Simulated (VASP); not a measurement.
# CsH (Fm-3m) in VASP: further runs

Runs on CsH. Level: LDA. Tasks: single point.

All numbers are computed with VASP 6.6.1; they aren't measurements. Logs are shortened: lines on timing, memory, paths and dates and some standing lists are left out, and cuts for length are marked.

## 1. The cell of the first run

The structure is cubic, space group Fm-3m (No. 225). The conventional cell has a = 6.376 Å, b = 6.376 Å, c = 6.376 Å, α = 90.00°, β = 90.00°, γ = 90.00°. Cs (site symmetry m-3m) has 6 H at 3.19 Å within 4.2 Å. Within 4.2 Å of H (site symmetry m-3m) lie 6 Cs at 3.19 Å.

## 2. Single point, LDA

The input, INCAR:

```
ALGO     = Normal         # electronic algorithm
EDIFF    = 1E-6           # SCF threshold, eV
ENCUT    = 520            # plane-wave cutoff, eV
ISIF     = 2              # what is computed and relaxed
ISMEAR   = 0              # smearing method
LASPH    = True           # aspherical terms in the spheres
LCHARG   = False          # write CHGCAR
LREAL    = False          # projectors in reciprocal space
LWAVE    = False          # write WAVECAR
NBANDS   = 12             # bands
NELM     = 80             # most SCF steps
PREC     = Accurate       # precision mode
SIGMA    = 0.01           # smearing width, eV
```

The input, KPOINTS:

```
k-points
0
Gamma
  6 6 6
```

The input, POSCAR:

```
CsH
1.0
    0.0000000000      3.1880000000      3.1880000000
    3.1880000000      0.0000000000      3.1880000000
    3.1880000000      3.1880000000      0.0000000000
Cs H
1 1
Direct
    0.0000000000      0.0000000000      0.0000000000
    0.5000000000      0.5000000000      0.5000000000
```

Potentials or basis: VASP PAW LDA potentials, release 64 (Cs_sv, H).

Run with:

```bash
> cat potpaw_LDA.64/Cs_sv/POTCAR potpaw_LDA.64/H/POTCAR > POTCAR
> mpirun -np 1 vasp_std > vasp.out
```

OUTCAR:

```text
EDIFF = 1E-6
   ENCUT = 520
   ISIF = 2
   ISMEAR = 0
   LASPH = True
   LREAL = False
   NELM = 80
   PREC = Accurate

 ion  position               nearest neighbor table
   1  0.000  0.000  0.000-
   2  0.500  0.500  0.500-

  LATTYP: Found a face centered cubic cell.
 ALAT       =     6.3760000000

  Lattice vectors:

 A1 = (   0.0000000000,   3.1880000000,   3.1880000000)
 A2 = (   3.1880000000,   0.0000000000,   3.1880000000)
 A3 = (   3.1880000000,   3.1880000000,   0.0000000000)

Analysis of symmetry for initial positions (statically):
=====================================================================
 Subroutine PRICEL returns:
 Original cell was already a primitive cell.

 Routine SETGRP: Setting up the symmetry group for a
 face centered cubic supercell.

 Subroutine GETGRP returns: Found 48 space group operations
 (whereof 48 operations were pure point group operations)
 out of a pool of 48 trial point group operations.

The static configuration has the point symmetry O_h .

Analysis of symmetry for dynamics (positions and initial velocities):
=====================================================================
 Subroutine PRICEL returns:
 Original cell was already a primitive cell.

 Routine SETGRP: Setting up the symmetry group for a
 face centered cubic supercell.

 Subroutine GETGRP returns: Found 48 space group operations
 (whereof 48 operations were pure point group operations)
 out of a pool of 48 trial point group operations.

The dynamic configuration has the point symmetry O_h .

 Subroutine INISYM returns: Found 48 space group operations
 (whereof 48 operations are pure point group operations),
 and found     1 'primitive' translations

----------------------------------------------------------------------------------------

                                     Primitive cell

  volume of cell :      64.8015

  direct lattice vectors                    reciprocal lattice vectors
     0.000000000  3.188000000  3.188000000    -0.156838143  0.156838143  0.156838143
     3.188000000  0.000000000  3.188000000     0.156838143 -0.156838143  0.156838143
     3.188000000  3.188000000  0.000000000     0.156838143  0.156838143 -0.156838143

  length of vectors
     4.508512837  4.508512837  4.508512837     0.271651632  0.271651632  0.271651632

  position of ions in fractional coordinates (direct lattice)
     0.000000000  0.000000000  0.000000000
     0.500000000  0.500000000  0.500000000

  ion indices of the primitive-cell ions
   primitive index   ion index
                 1           1
                 2           2

----------------------------------------------------------------------------------------

 KPOINTS: k-points

Automatic generation of k-mesh.
 Grid dimensions read from file:
 generate k-points for:    6    6    6

 Generating k-lattice:

  Cartesian coordinates                     Fractional coordinates (reciprocal lattice)
    -0.026139691  0.026139691  0.026139691     0.166666667  0.000000000  0.000000000
     0.026139691 -0.026139691  0.026139691     0.000000000  0.166666667  0.000000000
     0.026139691  0.026139691 -0.026139691     0.000000000  0.000000000  0.166666667

  Length of vectors
     0.045275272  0.045275272  0.045275272

  Shift w.r.t. Gamma in fractional coordinates (k-lattice)
     0.000000000  0.000000000  0.000000000

 Subroutine IBZKPT returns following result:
 ===========================================

 Found     16 irreducible k-points:

 Following reciprocal coordinates:
            Coordinates               Weight
  0.000000  0.000000  0.000000      1.000000
  0.166667  0.000000  0.000000      8.000000
  0.333333  0.000000  0.000000      8.000000
  0.500000  0.000000  0.000000      4.000000
  0.166667  0.166667  0.000000      6.000000
  0.333333  0.166667  0.000000     24.000000
[... 8 lines left out ...]
 -0.333333  0.333333  0.166667     24.000000
 -0.333333  0.500000  0.166667     12.000000
   k-points           NKPTS =     16   k-points in BZ     NKDIM =     16   number of bands    NBANDS=     12
   number of dos      NEDOS =    301   number of ions     NIONS =      2
   total plane-waves  NPLWV =  46656
   dimension x,y,z NGX =    36 NGY =   36 NGZ =   36
   dimension x,y,z NGXF=    72 NGYF=   72 NGZF=   72
   ions per type =               1   1
   NGX,Y,Z   is equivalent  to a cutoff of  13.27, 13.27, 13.27 a.u.
   NGXF,Y,Z  is equivalent  to a cutoff of  26.55, 26.55, 26.55 a.u.
 SYSTEM =  unknown system
   PREC   = accura    normal or accurate (medium, high low for compatibility)
   ISTART =      0    job   : 0-new  1-cont  2-samecut
   ICHARG =      2    charge: 1-file 2-atom 10-const
   ISPIN  =      1    spin polarized calculation?
   LNONCOLLINEAR =      F non collinear calculations
   LSORBIT =      F    spin-orbit coupling
   LASPH  =      T    aspherical Exc in radial PAW
   ENCUT  =  520.0 eV  38.22 Ry    6.18 a.u.   8.38  8.38  8.38*2*pi/ulx,y,z
   NELM   =     80;   NELMIN=  2; NELMDL= -5     # of ELM steps
   EDIFF  = 0.1E-05   stopping-criterion for ELM
   LREAL  =      F    real-space projection
   EDIFFG = 0.1E-04   stopping-criterion for IOM
   NSW    =      0    number of steps for IOM
   IBRION =     -1    ionic relax: 0-MD 1-quasi-New 2-CG
   NFREE  =      0    steps in history (QN), initial steepest desc. (CG)
   ISIF   =      2    stress and relaxation
   ISYM   =      2    0-nonsym 1-usesym 2-fastsym
   POTIM  = 0.5000    time-step for ionic-motion
   TEBEG  =    0.0;   TEEND  =   0.0 temperature during run
   PSTRESS=    0.0 pullay stress
   NELECT =      10.0000    total number of electrons
   NUPDOWN=      -1.0000    fix difference up-down
   EMIN   =  10.00;   EMAX   =-10.00  energy-range for DOS
   EFERMI =   0.00;   METHOD = LEGACY
   ISMEAR =     0;   SIGMA  =   0.01  broadening in eV -4-tet -1-fermi 0-gaus
   EFERMI_NEDOS =   21; number of points for ismear=-14 and -15
   IALGO  =     38    algorithm
   IMIX   =      4    mixing-type and parameters
     AMIX     =   0.40;   BMIX     =  1.00
     AMIX_MAG =   1.60;   BMIX_MAG =  1.00
  volume/ion in A,a.u.               =      32.40       218.65
  Fermi-wavevector in a.u.,A,eV,Ry     =   0.878105  1.659378 10.491026  0.771069
  Thomas-Fermi vector in A             =   1.998146
   LORBIT       =      0    0 simple, 1 ext, 2 COOP (PROOUT), +10 PAW based schemes
   GGA     = CA    functional components
   LHFCALC =     F    Hartree Fock is set to
   AEXX    =    0.0000 exact exchange contribution
   IVDW    =     0    specifies the selected vdW correction
   LEPSILON=     F    determine dielectric tensor
   LRPA    =     F    only Hartree local field effects (RPA)
 non-spin polarized calculation
 Gauss-broadening in eV      SIGMA  =   0.01
  energy-cutoff  :      520.00
  volume of cell :       64.80
 maximum number of plane-waves:      1807
 NGX is ok and might be reduce to    36
   NGX = 17   NGY = 17   NGZ = 17

 number of electron      10.0000000 magnetization

 number of electron       9.9999999 magnetization

 Free energy of the ion-electron system (eV)
  ---------------------------------------------------
  ext. energy  EPLUGINS =         0.00000000
  ---------------------------------------------------
  free energy    TOTEN  =        -4.89170625 eV

  energy without entropy =       -4.89170625  energy(sigma->0) =       -4.89170625

 E-fermi :   0.1452     XC(G=0):  -7.5299

 val. band max:        0.0331106514   @ k =   0.5000   0.0000   0.0000
 cond. band min:       1.9687792781   @ k =   0.5000   0.0000   0.0000
 fundamental gap:      1.9356686267
 Fermi energy:         0.1452477332

 k-point     1 :       0.0000    0.0000    0.0000
  band No.  band energies     occupation
      1     -21.4162      2.00000
      2      -7.8637      2.00000
      3      -7.8637      2.00000
      4      -7.8637      2.00000
      5      -1.8383      2.00000
      6       5.0140      0.00000
      7       5.0140      0.00000
      8       5.0140      0.00000
      9       5.6940      0.00000
     10       6.8260      0.00000
     11       6.8260      0.00000
     12       8.5444      0.00000

 k-point     2 :       0.1667    0.0000    0.0000
  band No.  band energies     occupation
      1     -21.3964      2.00000
      2      -8.1108      2.00000
      3      -7.8885      2.00000
      4      -7.8885      2.00000
      5      -1.4091      2.00000
      6       4.1420      0.00000
      7       5.1656      0.00000
      8       5.1656      0.00000
      9       5.5160      0.00000
     10       6.4129      0.00000
     11       6.4129      0.00000
     12       9.6664      0.00000

 k-point     3 :       0.3333    0.0000    0.0000
  band No.  band energies     occupation
      1     -21.3564      2.00000
      2      -8.5430      2.00000
      3      -7.9370      2.00000
      4      -7.9370      2.00000
      5      -0.5221      2.00000
      6       2.7031      0.00000
      7       4.8273      0.00000
      8       4.8273      0.00000
      9       6.0905      0.00000
     10       7.1458      0.00000
     11       7.1458      0.00000
     12      11.3230      0.00000
[... 166 lines left out ...]
 k-point    15 :      -0.3333    0.3333    0.1667
  band No.  band energies     occupation
      1     -21.3168      2.00000
      2      -8.5203      2.00000
      3      -8.2877      2.00000
      4      -8.0901      2.00000
      5      -0.5619      2.00000
      6       3.2389      0.00000
      7       4.0994      0.00000
      8       5.3830      0.00000
      9       7.3611      0.00000
     10       7.6269      0.00000
     11       8.9621      0.00000
     12       9.1921      0.00000

 k-point    16 :      -0.3333    0.5000    0.1667
  band No.  band energies     occupation
      1     -21.3104      2.00000
      2      -8.5016      2.00000
      3      -8.2705      2.00000
      4      -8.1813      2.00000
      5      -0.8576      2.00000
      6       3.3844      0.00000
      7       4.5559      0.00000
      8       5.4442      0.00000
      9       8.2001      0.00000
     10       8.4605      0.00000
     11       8.7887      0.00000
     12       8.9407      0.00000

------------------------ aborting loop because EDIFF is reached ----------------------------------------

  FORCE on cell =-STRESS in cart. coord.  units (eV):
  Direction    XX          YY          ZZ          XY          YZ          ZX
  --------------------------------------------------------------------------------------
  -------------------------------------------------------------------------------------
  Total       -0.4987981     -0.4987981     -0.4987981     -0.0000000     -0.0000000     -0.0000000
  in kB      -12.3324813    -12.3324813    -12.3324813     -0.0000000     -0.0000000     -0.0000000
  external PRESSURE =     -12.3324813 kB  Pullay stress =       0.0000000 kB

 VOLUME and BASIS-vectors are now :
 -----------------------------------------------------------------------------
  energy-cutoff  :      520.00
  volume of cell :       64.80
      direct lattice vectors                 reciprocal lattice vectors
     0.000000000  3.188000000  3.188000000    -0.156838143  0.156838143  0.156838143
     3.188000000  0.000000000  3.188000000     0.156838143 -0.156838143  0.156838143
     3.188000000  3.188000000  0.000000000     0.156838143  0.156838143 -0.156838143

 POSITION                                       TOTAL-FORCE (eV/Angst)
 -----------------------------------------------------------------------------------
      0.00000      0.00000      0.00000         0.000000     -0.000000      0.000000
      3.18800      3.18800      3.18800        -0.000000      0.000000     -0.000000
 -----------------------------------------------------------------------------------
    total drift:                               -0.000000      0.000000      0.000000

  FREE ENERGIE OF THE ION-ELECTRON SYSTEM (eV)
  ---------------------------------------------------
  free  energy   TOTEN  =        -4.8917062480 eV

  energy  without entropy=       -4.8917062480  energy(sigma->0) =       -4.89170625
```

Run time: 15 s. Hardware: 1 thread of Intel Xeon 6975P-C, shared host; peak memory 0.17 GiB.

What came out:

```yaml
Free_energy: -4.8917 eV
Pressure: -1.2 GPa
Band_gap_on_the_k_mesh: 1.94 eV, direct
```

Levels at points of the mesh, in eV from the valence-band top:
```tsv
k point	band 1	band 2	band 3	band 4	band 5	band 6	band 7	band 8	band 9	band 10
(0.00, 0.00, 0.00)	-21.45	-7.90	-7.90	-7.90	-1.87	4.98	4.98	4.98	5.66	6.79
(0.50, 0.00, 0.00)	-21.37	-8.77	-7.99	-7.99	0.00	1.94	4.55	4.55	6.99	8.19
(0.50, 0.50, 0.00)	-21.34	-8.64	-8.18	-8.18	-1.22	2.85	5.31	7.85	8.08	8.08
```

Caveat: spin-orbit coupling is left out, which moves the levels of the heavy elements. A k mesh can miss the band edges.

(Continued in part 2 of 2.)
